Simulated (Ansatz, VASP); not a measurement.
# BaS in VASP and in Ansatz

File INCAR:

```
PREC = Accurate
ENCUT = 520
EDIFF = 1E-6
ISMEAR = -1
SIGMA = 0.02
LREAL = F
LASPH = T
NELM = 80
ALGO = Normal
ISIF = 2
LWAVE = F
LCHARG = F
GGA = PE
NBANDS = 15
```

Contents of KPOINTS:

```
Automatic mesh
0
Gamma
  8 8 8
```

File POSCAR:

```
BaS
1.0
    0.0000000000      3.1298750000      3.1937500000
    3.1298750000      0.0000000000      3.1937500000
    3.1298750000      3.1298750000      0.0000000000
Ba S
1 1
Direct
    0.0000000000      0.0000000000      0.0000000000
    0.5000000000      0.5000000000      0.5000000000
```

Input for Ansatz:

```yaml
crystal:
  lattice:
    - [0.0, 3.129875, 3.19375]
    - [3.129875, 0.0, 3.19375]
    - [3.129875, 3.129875, 0.0]
  atoms:
    - { symbol: Ba, position: [0.0, 0.0, 0.0] }
    - { symbol: S, position: [0.5, 0.5, 0.5] }
kpoints:
  mp_grid: { grid: [8, 8, 8] }
  band_path:
    path:
      - [0.0, 0.0, 0.0]
      - [0.0, 0.5, 0.5]
      - [0.25, 0.75, 0.5]
      - [0.0, 0.5, 0.0]
      - [0.0, 0.0, 0.0]
      - [0.5, 0.5, 0.0]
      - [0.37005, 0.62995, 0.0]
      - [-0.37005, 0.37005, 0.0]
      - [0.0, 0.0, 0.0]
    npoints: 5
scf:
  occupations: { method: fermi_dirac, width: 0.02 }
hamiltonian:
  xc: pbe
  pseudopotentials: { kind: all_electron, lapw: { basis_error: 0.00025 } }
output:
  forces: true
  stress: true
  eigenvalues: true
```

Change from the starting cell: equal xx and yy strain of -2 %.

Alike in both runs: task single point; functional PBE; k mesh 8 × 8 × 8; occupations fermi-dirac, width 0.02 eV; no spin polarisation.

```csv
,VASP,Ansatz
version,VASP 6.6.1,Ansatz 0.2.0
potentials or method,"VASP PAW PBE potentials, release 64 (Ba_sv, S), cutoff 520 eV","all-electron LAPW, scalar-relativistic"
```

```csv
,VASP,Ansatz,Ansatz less VASP
gap on the k mesh at the Fermi level (eV),2.00,2.11,+0.111
pressure (GPa),3.6,2.9,-0.69
"traceless stress, the component that is largest in VASP (GPa)",-1.40,-1.28,+0.118
```

Ansatz ran all-electron here, and VASP with PAW potentials.

Spin-orbit coupling is off throughout.
